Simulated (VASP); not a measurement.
**CsO: single point with LDA**

The system is CsO.

```
Cs O
1.0
    -2.21502    3.29537    3.94643
     2.21502   -3.29537    3.94643
     2.21502    3.29537   -3.94643
Cs O
2 2
Direct
  0.25000 0.25000 0.00000
  0.75000 0.75000 0.00000
  0.62000 0.00000 0.62000
  0.38000 0.00000 0.38000
```

This cell differs from its parent crystal: strain +0.025 along x and y, +0.050 along z.

* Program: VASP 6.6.1
* Task: single point
* Functional: LDA
* Potentials or basis: VASP PAW LDA potentials, release 64 (Cs_sv, O)
* Cutoff: 520 eV
* k mesh: 8 × 8 × 8
* Occupations: gaussian, width 0.05 eV
* Spin: no spin polarisation

The pressure is -5.4 GPa and the largest force is 1.542 eV/Å. The band gap on the k mesh is 1.40 eV (least direct gap 1.51 eV).

Forces in eV/Å, atoms in the order of the input:
```
Cs   0.000  0.000  0.409
Cs   0.000  0.000 -0.409
O    0.000 -1.542  0.000
O    0.000  1.542  0.000
```

Stress tensor (GPa, compression positive):
```
-4.06  0.00  0.00
 0.00 -6.77  0.00
 0.00  0.00 -5.49
```

Levels at points of the mesh, in eV from the valence-band top:
```tsv
k point	band 11	band 12	band 13	band 14	band 15	band 16	band 17	band 18	band 19	band 20
(0.00, 0.00, 0.00)	-4.82	-3.30	-3.27	-0.50	0.00	1.53	1.90	2.95	3.90	4.86
(0.50, 0.00, 0.00)	-4.76	-3.27	-3.14	-0.37	-0.35	2.10	3.32	3.58	4.61	5.18
(0.00, 0.50, 0.00)	-4.71	-3.03	-2.96	-0.61	-0.32	2.72	2.76	4.70	5.00	5.09
(0.50, 0.50, 0.00)	-4.75	-3.10	-2.97	-0.65	-0.58	2.40	2.91	3.11	4.11	4.88
(0.50, 0.50, 0.50)	-4.72	-3.45	-3.02	-0.50	-0.27	1.98	2.89	3.34	3.86	4.61
```

It took 120 s on 1 thread of Intel(R) Xeon(R) 6975P-C (Granite Rapids) (shared host), peak memory 0.35 GiB.

Caveat: the cell differs from its parent crystal (strain +0.025 along x and y, +0.050 along z); the cell stands under tension; spin-orbit coupling is left out, which moves the levels of the heavy elements; forces of over 1 eV/Å act on the atoms, so gaps and moduli don't describe the material at rest. A k mesh can miss the band edges.
